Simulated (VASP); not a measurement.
# KCl in VASP: further runs

KCl is run at these levels: PBEsol; tasks: single point.

All numbers are computed with VASP 6.6.1; they aren't measurements. Logs are shortened: lines on timing, memory, paths and dates and some standing lists are left out, and cuts for length are marked.

## (1) The cell of the first run

The structure is tetragonal, space group P4/mmm (No. 123). The conventional cell has a = 3.598 Å, b = 3.598 Å, c = 3.634 Å, α = 90.00°, β = 90.00°, γ = 90.00°. Within 4.1 Å of K (site symmetry 4/mmm) lie 8 Cl at 3.13 Å and 6 K at 3.60 to 3.63 Å. Within 4.1 Å of Cl (site symmetry 4/mmm) lie 8 K at 3.13 Å and 6 Cl at 3.60 to 3.63 Å.

## (2) Single point, PBEsol (equal xx and yy strain of -1 %)

Input file INCAR:

```
ALGO = Normal ; EDIFF = 1E-6
ENCUT = 520 ; GGA = PS
ISIF = 2 ; ISMEAR = -1
LASPH = True ; LCHARG = False
LREAL = False ; LWAVE = False
NBANDS = 15 ; NELM = 60
PREC = Accurate ; SIGMA = 0.02
```

Input file KPOINTS:

```
k-points
0
Gamma
  7 7 7
```

Input file POSCAR:

```
KCl
1.0
    3.5976600000      0.0000000000      0.0000000000
    0.0000000000      3.5976600000      0.0000000000
    0.0000000000      0.0000000000      3.6340000000
K Cl
1 1
Direct
    0.0000000000      0.0000000000      0.0000000000
    0.5000000000      0.5000000000      0.5000000000
```

Potentials or basis: VASP PAW PBE potentials, release 64 (K_sv, Cl).

The run is started by

```sh
cat potpaw_PBE.64/K_sv/POTCAR potpaw_PBE.64/Cl/POTCAR > POTCAR
mpirun -np 1 vasp_std > vasp.out
```

OUTCAR:

```text
EDIFF = 1E-6
   ENCUT = 520
   GGA = PS
   ISIF = 2
   ISMEAR = -1
   LASPH = True
   LREAL = False
   NELM = 60
   PREC = Accurate

 ion  position               nearest neighbor table
   1  0.000  0.000  0.000-   2 3.13   2 3.13   2 3.13   2 3.13   2 3.13   2 3.13   2 3.13   2 3.13

   2  0.500  0.500  0.500-   1 3.13   1 3.13   1 3.13   1 3.13   1 3.13   1 3.13   1 3.13   1 3.13

  LATTYP: Found a simple tetragonal cell.
 ALAT       =     3.5976600000
 C/A-ratio  =     1.0101010101

  Lattice vectors:

 A1 = (   3.5976600000,   0.0000000000,   0.0000000000)
 A2 = (   0.0000000000,   3.5976600000,   0.0000000000)
 A3 = (   0.0000000000,   0.0000000000,   3.6340000000)

Analysis of symmetry for initial positions (statically):
=====================================================================
 Subroutine PRICEL returns:
 Original cell was already a primitive cell.

 Routine SETGRP: Setting up the symmetry group for a
 simple tetragonal supercell.

 Subroutine GETGRP returns: Found 16 space group operations
 (whereof 16 operations were pure point group operations)
 out of a pool of 16 trial point group operations.

The static configuration has the point symmetry D_4h.

Analysis of symmetry for dynamics (positions and initial velocities):
=====================================================================
 Subroutine PRICEL returns:
 Original cell was already a primitive cell.

 Routine SETGRP: Setting up the symmetry group for a
 simple tetragonal supercell.

 Subroutine GETGRP returns: Found 16 space group operations
 (whereof 16 operations were pure point group operations)
 out of a pool of 16 trial point group operations.

The dynamic configuration has the point symmetry D_4h.

 Subroutine INISYM returns: Found 16 space group operations
 (whereof 16 operations are pure point group operations),
 and found     1 'primitive' translations

----------------------------------------------------------------------------------------

                                     Primitive cell

  volume of cell :      47.0354

  direct lattice vectors                    reciprocal lattice vectors
     3.597660000  0.000000000  0.000000000     0.277958451  0.000000000  0.000000000
     0.000000000  3.597660000  0.000000000     0.000000000  0.277958451  0.000000000
     0.000000000  0.000000000  3.634000000     0.000000000  0.000000000  0.275178866

  length of vectors
     3.597660000  3.597660000  3.634000000     0.277958451  0.277958451  0.275178866

  position of ions in fractional coordinates (direct lattice)
     0.000000000  0.000000000  0.000000000
     0.500000000  0.500000000  0.500000000

  ion indices of the primitive-cell ions
   primitive index   ion index
                 1           1
                 2           2

----------------------------------------------------------------------------------------

 KPOINTS: k-points

Automatic generation of k-mesh.
 Grid dimensions read from file:
 generate k-points for:    7    7    7

 Generating k-lattice:

  Cartesian coordinates                     Fractional coordinates (reciprocal lattice)
     0.039708350  0.000000000  0.000000000     0.142857143  0.000000000  0.000000000
     0.000000000  0.039708350  0.000000000     0.000000000  0.142857143  0.000000000
     0.000000000  0.000000000  0.039311267     0.000000000  0.000000000  0.142857143

  Length of vectors
     0.039708350  0.039708350  0.039311267

  Shift w.r.t. Gamma in fractional coordinates (k-lattice)
     0.000000000  0.000000000  0.000000000

 Subroutine IBZKPT returns following result:
 ===========================================

 Found     40 irreducible k-points:

 Following reciprocal coordinates:
            Coordinates               Weight
  0.000000  0.000000  0.000000      1.000000
  0.142857  0.000000  0.000000      4.000000
  0.285714  0.000000  0.000000      4.000000
  0.428571  0.000000  0.000000      4.000000
  0.142857  0.142857  0.000000      4.000000
  0.285714  0.142857  0.000000      8.000000
[... 16 lines left out ...]
  0.285714  0.000000  0.285714      8.000000
  0.428571  0.000000  0.285714      8.000000
 [... further k-points ...]
   k-points           NKPTS =     40   k-points in BZ     NKDIM =     40   number of bands    NBANDS=     15
   number of dos      NEDOS =    301   number of ions     NIONS =      2
   total plane-waves  NPLWV =  21952
   dimension x,y,z NGX =    28 NGY =   28 NGZ =   28
   dimension x,y,z NGXF=    56 NGYF=   56 NGZF=   56
   ions per type =               1   1
   NGX,Y,Z   is equivalent  to a cutoff of  12.94, 12.94, 12.81 a.u.
   NGXF,Y,Z  is equivalent  to a cutoff of  25.88, 25.88, 25.62 a.u.
 SYSTEM =  unknown system
   PREC   = accura    normal or accurate (medium, high low for compatibility)
   ISTART =      0    job   : 0-new  1-cont  2-samecut
   ICHARG =      2    charge: 1-file 2-atom 10-const
   ISPIN  =      1    spin polarized calculation?
   LNONCOLLINEAR =      F non collinear calculations
   LSORBIT =      F    spin-orbit coupling
   LASPH  =      T    aspherical Exc in radial PAW
   ENCUT  =  520.0 eV  38.22 Ry    6.18 a.u.   6.69  6.69  6.76*2*pi/ulx,y,z
   NELM   =     60;   NELMIN=  2; NELMDL= -5     # of ELM steps
   EDIFF  = 0.1E-05   stopping-criterion for ELM
   LREAL  =      F    real-space projection
   EDIFFG = 0.1E-04   stopping-criterion for IOM
   NSW    =      0    number of steps for IOM
   IBRION =     -1    ionic relax: 0-MD 1-quasi-New 2-CG
   NFREE  =      0    steps in history (QN), initial steepest desc. (CG)
   ISIF   =      2    stress and relaxation
   ISYM   =      2    0-nonsym 1-usesym 2-fastsym
   POTIM  = 0.5000    time-step for ionic-motion
   TEBEG  =    0.0;   TEEND  =   0.0 temperature during run
   PSTRESS=    0.0 pullay stress
   NELECT =      16.0000    total number of electrons
   NUPDOWN=      -1.0000    fix difference up-down
   EMIN   =  10.00;   EMAX   =-10.00  energy-range for DOS
   EFERMI =   0.00;   METHOD = LEGACY
   ISMEAR =    -1;   SIGMA  =   0.02  broadening in eV -4-tet -1-fermi 0-gaus
   EFERMI_NEDOS =   21; number of points for ismear=-14 and -15
   IALGO  =     38    algorithm
   IMIX   =      4    mixing-type and parameters
     AMIX     =   0.40;   BMIX     =  1.00
     AMIX_MAG =   1.60;   BMIX_MAG =  1.00
  volume/ion in A,a.u.               =      23.52       158.71
  Fermi-wavevector in a.u.,A,eV,Ry     =   1.142808  2.159593 17.769333  1.306009
  Thomas-Fermi vector in A             =   2.279504
   LORBIT       =      0    0 simple, 1 ext, 2 COOP (PROOUT), +10 PAW based schemes
   GGA     = PS    functional components
   LHFCALC =     F    Hartree Fock is set to
   AEXX    =    0.0000 exact exchange contribution
   IVDW    =     0    specifies the selected vdW correction
   LEPSILON=     F    determine dielectric tensor
   LRPA    =     F    only Hartree local field effects (RPA)
 non-spin polarized calculation
  energy-cutoff  :      520.00
  volume of cell :       47.04
 maximum number of plane-waves:      1282
 NGX is ok and might be reduce to    28
   NGX = 13   NGY = 13   NGZ = 13

 number of electron      16.0000005 magnetization

 Free energy of the ion-electron system (eV)
  ---------------------------------------------------
  ext. energy  EPLUGINS =         0.00000000
  ---------------------------------------------------
  free energy    TOTEN  =        -6.86741479 eV

  energy without entropy =       -6.86741479  energy(sigma->0) =       -6.86741479

 E-fermi :   0.5039     XC(G=0):  -9.1261

 val. band max:        0.1032288237   @ k =   0.4286   0.0000   0.4286
 cond. band min:       5.5856130442   @ k =   0.0000   0.0000   0.0000
 fundamental gap:      5.4823842205
 Fermi energy:         0.5039254667

 k-point     1 :       0.0000    0.0000    0.0000
  band No.  band energies     occupation
      1     -27.5141      2.00000
      2     -12.8358      2.00000
      3     -10.9261      2.00000
      4     -10.9142      2.00000
      5     -10.9142      2.00000
      6      -0.1656      2.00000
      7      -0.1003      2.00000
      8      -0.1003      2.00000
      9       5.5856      0.00000
     10       6.2732      0.00000
     11       6.3209      0.00000
     12      11.1673      0.00000
     13      11.1673      0.00000
     14      11.2537      0.00000
     15      14.3462      0.00000

 k-point     2 :       0.1429    0.0000    0.0000
  band No.  band energies     occupation
      1     -27.5056      2.00000
      2     -12.8780      2.00000
      3     -10.9139      2.00000
      4     -10.9024      2.00000
      5     -10.8877      2.00000
      6      -0.6179      2.00000
      7      -0.1798      2.00000
      8      -0.1123      2.00000
      9       6.1080      0.00000
     10       6.4850      0.00000
     11       6.9093      0.00000
     12      11.0862      0.00000
     13      11.1645      0.00000
     14      11.2916      0.00000
     15      13.5123      0.00000

 k-point     3 :       0.2857    0.0000    0.0000
  band No.  band energies     occupation
      1     -27.4865      2.00000
      2     -12.9793      2.00000
      3     -10.8860      2.00000
      4     -10.8754      2.00000
      5     -10.8111      2.00000
      6      -1.5450      2.00000
      7      -0.2137      2.00000
      8      -0.1411      2.00000
      9       7.0382      0.00000
     10       7.2328      0.00000
     11       8.2602      0.00000
     12      11.0200      0.00000
     13      11.0762      0.00000
     14      11.6118      0.00000
     15      11.8074      0.00000

 k-point     4 :       0.4286    0.0000    0.0000
  band No.  band energies     occupation
      1     -27.4710      2.00000
      2     -13.0658      2.00000
      3     -10.8634      2.00000
      4     -10.8536      2.00000
      5     -10.7334      2.00000
      6      -2.1613      2.00000
      7      -0.2426      2.00000
      8      -0.1660      2.00000
      9       7.7970      0.00000
     10       8.3697      0.00000
     11       9.2262      0.00000
     12      10.3775      0.00000
     13      11.1432      0.00000
     14      11.1664      0.00000
     15      11.9302      0.00000
[... 307 lines left out ...]
 k-point    22 :       0.1429    0.0000    0.2857
  band No.  band energies     occupation
      1     -27.4811      2.00000
      2     -12.9413      2.00000
      3     -11.0200      2.00000
      4     -10.8680      2.00000
      5     -10.7567      2.00000
      6      -1.4791      2.00000
      7      -0.4873      2.00000
      8      -0.1210      2.00000
      9       7.3202      0.00000
     10       7.4560      0.00000
     11       8.3427      0.00000
     12      10.4315      0.00000
     13      10.7336      0.00000
     14      11.7273      0.00000
     15      12.5804      0.00000

 k-point    23 :       0.2857    0.0000    0.2857
  band No.  band energies     occupation
      1     -27.4631      2.00000
      2     -12.8327      2.00000
      3     -11.1719      2.00000
      4     -10.8456      2.00000
      5     -10.8225      2.00000
      6      -1.4092      2.00000
      7      -1.0126      2.00000
      8      -0.0527      2.00000
      9       7.3061      0.00000
     10       7.7465      0.00000
     11       9.3380      0.00000
     12       9.7942      0.00000
     13      10.8233      0.00000
     14      10.9139      0.00000
     15      12.6442      0.00000

 k-point    24 :       0.4286    0.0000    0.2857
  band No.  band energies     occupation
      1     -27.4487      2.00000
      2     -12.7543      2.00000
      3     -11.1741      2.00000
      4     -10.9819      2.00000
      5     -10.8276      2.00000
      6      -1.6953      2.00000
      7      -1.0103      2.00000
      8       0.0029      2.00000
      9       7.0450      0.00000
     10       7.9287      0.00000
     11       9.6459      0.00000
     12      10.0586      0.00000
     13      10.1927      0.00000
     14      11.3758      0.00000
     15      12.9128      0.00000

 [... further k-points ...]

------------------------ aborting loop because EDIFF is reached ----------------------------------------

  FORCE on cell =-STRESS in cart. coord.  units (eV):
  Direction    XX          YY          ZZ          XY          YZ          ZX
  --------------------------------------------------------------------------------------
  -------------------------------------------------------------------------------------
  Total        0.9536347      0.9536347      0.8007118      0.0000000      0.0000000     -0.0000000
  in kB       32.4838484     32.4838484     27.2748042      0.0000000      0.0000000     -0.0000000
  external PRESSURE =      30.7475003 kB  Pullay stress =       0.0000000 kB

 VOLUME and BASIS-vectors are now :
 -----------------------------------------------------------------------------
  energy-cutoff  :      520.00
  volume of cell :       47.04
      direct lattice vectors                 reciprocal lattice vectors
     3.597660000  0.000000000  0.000000000     0.277958451  0.000000000  0.000000000
     0.000000000  3.597660000  0.000000000     0.000000000  0.277958451  0.000000000
     0.000000000  0.000000000  3.634000000     0.000000000  0.000000000  0.275178866

 POSITION                                       TOTAL-FORCE (eV/Angst)
 -----------------------------------------------------------------------------------
      0.00000      0.00000      0.00000         0.000000      0.000000      0.000000
      1.79883      1.79883      1.81700         0.000000      0.000000      0.000000
 -----------------------------------------------------------------------------------
    total drift:                               -0.000000      0.000000      0.000000

  FREE ENERGIE OF THE ION-ELECTRON SYSTEM (eV)
  ---------------------------------------------------
  free  energy   TOTEN  =        -6.8674147872 eV

  energy  without entropy=       -6.8674147872  energy(sigma->0) =       -6.86741479
```

It took 12 s on 1 thread of Intel Xeon Platinum 8488C (Sapphire Rapids), shared host; peak memory 0.16 GiB.

Results:

```
Free energy            : -6.8674 eV
Pressure               : 3.1 GPa
Band gap on the k mesh : 5.48 eV, indirect (least direct gap 5.69 eV)
```

Levels at points of the mesh, in eV from the valence-band top:
```
           k point  band 6  band 7  band 8  band 9  band 10  band 11
(0.00, 0.00, 0.00)   -0.27   -0.20   -0.20    5.48     6.17     6.22
```

Caveat: the cell differs from its parent crystal (equal xx and yy strain of -1 %); the PAW data sets were made with another functional, which shifts forces and pressure a little.

(Part 1 of 3 ends here.)
